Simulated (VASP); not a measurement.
A run of VASP 6.6.1:

File INCAR:

```
SYSTEM = CaO
PREC = Accurate
ENCUT = 600
EDIFF = 1E-6
ISMEAR = 0
SIGMA = 0.01
LREAL = .False.
LASPH = .True.
NELM = 120
ALGO = Normal
ISIF = 2
LWAVE = .False.
LCHARG = .True.
GGA = CA
LELF = .True.
LVHAR = .True.
NBANDS = 15
GGA_COMPAT = .False.
```

File KPOINTS:

```
Automatic mesh
0
Gamma
  4 4 4
  0 0 0
```

File POSCAR:

```
CaO
1.0
    0.0000000000      2.6067317416      2.6067317416
    2.6067317416      0.0000000000      2.6067317416
    2.6067317416      2.6067317416      0.0000000000
Ca O
1 1
Direct
    0.0000000000      0.0000000000      0.0000000000
    0.2500000000      0.2500000000      0.2500000000
```

Potentials or basis: VASP PAW LDA potentials, release 64 (Ca_sv, O).

The run is started by

```console
$ cat potpaw_LDA.64/Ca_sv/POTCAR potpaw_LDA.64/O/POTCAR > POTCAR
$ mpirun -np 1 vasp_std > vasp.out
```

Hardware: 1 thread of Intel(R) Xeon(R) Platinum 8488C (Sapphire Rapids), on a shared host.

Q: How long does it take, and how much memory?

A: Wall time 7.1 s on 1 thread of Intel(R) Xeon(R) Platinum 8488C (Sapphire Rapids) (shared host), peak memory 0.14 GiB. Counts: scf iterations 14, k points 8.
